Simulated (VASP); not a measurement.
# C (Fd-3m) in VASP: vibrations by perturbation theory with PBE

Aim: the vibrations by perturbation theory of C with PBE.

Everything below comes from runs of VASP 6.6.1. Logs are shortened: lines on timing, memory, paths and dates and some standing lists are left out, and cuts for length are marked.

### Step 1. The cell of the first run

It takes space group Fd-3m (No. 227, cubic). The conventional cell has a = 3.571 Å, b = 3.571 Å, c = 3.571 Å, α = 90.00°, β = 90.00°, γ = 90.00°. C (site symmetry -43m) has 4 C at 1.55 Å within 2.1 Å.

### Step 2. Vibrations by perturbation theory, PBE

Contents of INCAR:

```
  PREC = Accurate
  ENCUT = 520
  EDIFF = 1E-8
  ISMEAR = 0
  SIGMA = 0.05
  LREAL = False
  LASPH = True
  NELM = 100
  ALGO = Normal
  ISIF = 2
  LWAVE = False
  LCHARG = False
  GGA = PE
  NBANDS = 16
  ISYM = 0
  IBRION = 8
  NSW = 1
  KPAR = 4
```

Contents of KPOINTS:

```
regular mesh
0
Gamma
  12 12 10
```

Contents of POSCAR:

```
C
1.0
    0.0000000000     -1.7857375322     -1.7857375322
   -1.7857375322      0.0000000000     -1.7857375322
    1.7857375322      1.7857375322     -3.5714750644
C
4
Direct
    0.7500000000      0.7500000000      0.7500000000
    0.2500000000      0.2500000000      0.2500000000
    0.3750000000      0.3750000000      0.8750000000
    0.8750000000      0.8750000000      0.3750000000
```

Potentials or basis: VASP PAW PBE potentials, release 64 (C).

Command:

```
cat potpaw_PBE.64/C/POTCAR > POTCAR
mpirun -np 4 vasp_std > vasp.out
```

OUTCAR:

```text
PREC = Accurate
   ENCUT = 520
   EDIFF = 1E-8
   ISMEAR = 0
   LREAL = False
   LASPH = True
   NELM = 100
   ISIF = 2
   GGA = PE
   ISYM = 0
   IBRION = 8
   NSW = 1

 ion  position               nearest neighbor table
   1  0.750  0.750  0.750-   3 1.55   3 1.55   3 1.55   4 1.55
   2  0.250  0.250  0.250-   4 1.55   4 1.55   3 1.55   4 1.55
   3  0.375  0.375  0.875-   1 1.55   2 1.55   1 1.55   1 1.55
   4  0.875  0.875  0.375-   1 1.55   2 1.55   2 1.55   2 1.55

IMPORTANT INFORMATION: All symmetrisations will be switched off!
NOSYMM: (Re-)initialisation of all symmetry stuff for point group C_1.

----------------------------------------------------------------------------------------

                                     Primitive cell

  volume of cell :      22.7779

  direct lattice vectors                    reciprocal lattice vectors
     0.000000000 -1.785737532 -1.785737532     0.139998177 -0.419994532 -0.139998177
    -1.785737532  0.000000000 -1.785737532    -0.419994532  0.139998177 -0.139998177
     1.785737532  1.785737532 -3.571475064     0.139998177  0.139998177 -0.139998177

  length of vectors
     2.525414237  2.525414237  4.374145768     0.464321426  0.464321426  0.242483956

  position of ions in fractional coordinates (direct lattice)
     0.750000000  0.750000000  0.750000000
     0.250000000  0.250000000  0.250000000
     0.375000000  0.375000000  0.875000000
     0.875000000  0.875000000  0.375000000

  ion indices of the primitive-cell ions
   primitive index   ion index
                 1           1
                 2           2
                 3           3
                 4           4

----------------------------------------------------------------------------------------

 KPOINTS: regular mesh

Automatic generation of k-mesh.
 Grid dimensions read from file:
 generate k-points for:   12   12   10

 Generating k-lattice:

  Cartesian coordinates                     Fractional coordinates (reciprocal lattice)
     0.011666515 -0.034999544 -0.011666515     0.083333333  0.000000000  0.000000000
    -0.034999544  0.011666515 -0.011666515     0.000000000  0.083333333  0.000000000
     0.013999818  0.013999818 -0.013999818     0.000000000  0.000000000  0.100000000

  Length of vectors
     0.038693452  0.038693452  0.024248396

  Shift w.r.t. Gamma in fractional coordinates (k-lattice)
     0.000000000  0.000000000  0.000000000

 -----------------------------------------------------------------------------
|                                                                             |
|           W    W    AA    RRRRR   N    N  II  N    N   GGGG   !!!           |
|           W    W   A  A   R    R  NN   N  II  NN   N  G    G  !!!           |
|           W    W  A    A  R    R  N N  N  II  N N  N  G       !!!           |
|           W WW W  AAAAAA  RRRRR   N  N N  II  N  N N  G  GGG   !            |
|           WW  WW  A    A  R   R   N   NN  II  N   NN  G    G                |
|           W    W  A    A  R    R  N    N  II  N    N   GGGG   !!!           |
[... 124 lines left out ...]
      2      -5.9982      2.00000
      3      -3.6555      2.00000
      4       6.8829      2.00000
      5       6.8829      2.00000
      6       9.6724      2.00000
[... 433 lines left out ...]
      3      -0.7387      2.00000
      4       1.9034      2.00000
      5       3.3083      2.00000
      6       4.1003      2.00000
[... 8 lines left out ...]
     15      22.6405      0.00000
     16      24.4078      0.00000

 [... further k-points ...]

------------------------ aborting loop because EDIFF is reached ----------------------------------------

  FORCE on cell =-STRESS in cart. coord.  units (eV):
  Direction    XX          YY          ZZ          XY          YZ          ZX
  --------------------------------------------------------------------------------------
  -------------------------------------------------------------------------------------
  Total        0.1000608      0.1000608      0.1001312      0.0000377      0.0000403      0.0000403
  in kB        7.0382020      7.0382020      7.0431522      0.0026546      0.0028358      0.0028358
  external PRESSURE =       7.0398521 kB  Pullay stress =       0.0000000 kB

 VOLUME and BASIS-vectors are now :
 -----------------------------------------------------------------------------
  energy-cutoff  :      520.00
  volume of cell :       22.78
      direct lattice vectors                 reciprocal lattice vectors
     0.000000000 -1.785737532 -1.785737532     0.139998177 -0.419994532 -0.139998177
    -1.785737532  0.000000000 -1.785737532    -0.419994532  0.139998177 -0.139998177
     1.785737532  1.785737532 -3.571475064     0.139998177  0.139998177 -0.139998177

 POSITION                                       TOTAL-FORCE (eV/Angst)
 -----------------------------------------------------------------------------------
      0.00000      0.00000     -5.35721         0.000009      0.000009     -0.000016
      0.00000      0.00000     -1.78574         0.000009      0.000009     -0.000016
      0.89287      0.89287     -4.46434        -0.000009     -0.000009      0.000016
     -0.89287     -0.89287     -4.46434        -0.000009     -0.000009      0.000016
 -----------------------------------------------------------------------------------
    total drift:                               -0.000000     -0.000000      0.000000

  FREE ENERGIE OF THE ION-ELECTRON SYSTEM (eV)
  ---------------------------------------------------
  free  energy   TOTEN  =       -36.3715410125 eV

  energy  without entropy=      -36.3715410125  energy(sigma->0) =      -36.37154101

[... ionic steps 2 to 12 ...]

--------------------------------------- Ionic step       13  -------------------------------------------

------------------------ aborting loop because EDIFF is reached ----------------------------------------

--------------------------------------- Ionic step       14  -------------------------------------------

------------------------ aborting loop because EDIFF is reached ----------------------------------------

--------------------------------------- Ionic step       15  -------------------------------------------

 Free energy of the ion-electron system (eV)
  ---------------------------------------------------
  ---------------------------------------------------
  free energy    TOTEN  =        -0.11926770 eV

  energy without entropy =       -0.11926770

------------------------ aborting loop because EDIFF is reached ----------------------------------------

 INTERNAL STRAIN TENSOR  FOR ION    4  DIRECTION 3   (eV/Angst):
 -----------------------------------------------------------------------------
    -0.00601 -2.91693 -0.04069
    -2.93555 -0.00868 -0.04827
     0.07371  0.08907  0.01484

 INTERNAL STRAIN TENSOR FOR ION    4 for displacements in x,y,z  (eV/Angst):
          X           Y           Z          XY          YZ          ZX
  --------------------------------------------------------------------------------
  x     0.00052     0.00457    -0.00558    -0.13224    -2.80637     0.01789
  y     0.00414     0.00098    -0.00515     0.22286    -0.06538    -3.03013
  z    -0.00601    -0.00868     0.01484    -2.93555     0.08907    -0.04069

 SECOND DERIVATIVES (NOT SYMMETRIZED)
 ------------------------------------
               1X          1Y          1Z          2X          2Y          2Z          3X          3Y          3Z          4X          4Y          4Z
  1X   -40.953669   -3.354803    3.354894    4.010208    3.352498   -3.352251   28.536833   -2.489274    2.486586    8.406628    2.491578   -2.489229
  1Y    -3.354261  -40.953859    3.354843    3.352045    4.010478   -3.352213   -2.489056   28.536547    2.486646    2.491273    8.406834   -2.489276
  1Z     3.353313    3.353741  -40.950446   -3.350745   -3.351270    4.006601    2.488298    2.488805   28.540118   -2.490866   -2.491275    8.403727
  2X     4.010208    3.352498   -3.352251  -40.953668   -3.354803    3.354894    8.406628    2.491578   -2.489229   28.536832   -2.489274    2.486586
  2Y     3.352045    4.010478   -3.352213   -3.354262  -40.953858    3.354843    2.491273    8.406834   -2.489276   -2.489056   28.536546    2.486646
  2Z    -3.350745   -3.351270    4.006601    3.353313    3.353741  -40.950446   -2.490866   -2.491275    8.403727    2.488298    2.488804   28.540118
  3X    28.538092   -2.489358    2.491337    8.404532    2.490506   -2.492193  -40.951856   -3.352803    3.354909    4.009232    3.351655   -3.354052
  3Y    -2.489575   28.538378    2.491277    2.490811    8.404325   -2.492147   -3.353344  -40.951666    3.354960    3.352109    4.008963   -3.354090
  3Z     2.490488    2.489981   28.531156   -2.491424   -2.491015    8.408068    3.354692    3.354265  -40.949399   -3.353756   -3.353231    4.010175
  4X     8.404532    2.490506   -2.492193   28.538092   -2.489358    2.491337    4.009232    3.351655   -3.354052  -40.951855   -3.352803    3.354909
  4Y     2.490811    8.404325   -2.492147   -2.489575   28.538378    2.491277    3.352109    4.008963   -3.354090   -3.353344  -40.951665    3.354960
  4Z    -2.491424   -2.491015    8.408068    2.490488    2.489981   28.531155   -3.353756   -3.353231    4.010175    3.354693    3.354265  -40.949398

 Eigenvectors and eigenvalues of the dynamical matrix
 ----------------------------------------------------

   1 f  =   38.775776 THz   243.635383 2PiTHz 1293.420649 cm-1   160.363650 meV
             X         Y         Z           dx          dy          dz
      0.000000  0.000000 -5.357213    -0.310926   -0.310916    0.238057
      0.000000  0.000000 -1.785738    -0.310926   -0.310916    0.238057
      0.892869  0.892869 -4.464344     0.310912    0.310903   -0.238029
     -0.892869 -0.892869 -4.464344     0.310912    0.310903   -0.238029
[... 71 lines left out ...]
  12 f/i=    0.001562 THz     0.009817 2PiTHz    0.052117 cm-1     0.006462 meV
             X         Y         Z           dx          dy          dz
      0.000000  0.000000 -5.357213     0.187665    0.177082   -0.428257
      0.000000  0.000000 -1.785738     0.187665    0.177082   -0.428257
      0.892869  0.892869 -4.464344     0.187679    0.177095   -0.428292
     -0.892869 -0.892869 -4.464344     0.187679    0.177095   -0.428292

--------------------------------------------------------------------------------------------------------

 ELASTIC MODULI CONTR FROM IONIC RELAXATION (kBar)
 Direction    XX          YY          ZZ          XY          YZ          ZX
 --------------------------------------------------------------------------------
 XX          -0.0001     -0.0000      0.0001     -0.0397     -0.0243      0.0414
 YY          -0.0000     -0.0002      0.0002     -0.0544      0.0615     -0.0067
 ZZ           0.0001      0.0002     -0.0003      0.0913     -0.0327     -0.0302
 XY          -0.0397     -0.0544      0.0913    -33.1892     -0.3125      2.1527
 YZ          -0.0243      0.0615     -0.0327     -0.3125    -30.0772     -0.6049
 ZX           0.0414     -0.0067     -0.0302      2.1527     -0.6049    -35.0067
 --------------------------------------------------------------------------------
```

Wall time 15 min (4 MPI ranks of Oxide Virtual Turin-like, shared host); peak memory 0.49 GiB.

Results:

- Highest phonon frequency at Γ: 1293 cm⁻¹

Phonon frequencies in cm⁻¹ (negative: imaginary):
```csv
q point,frequencies
"(0.000, 0.000, 0.000)",0 0 0 545 546 1045 1198 1198 1246 1293 1293 1293
```
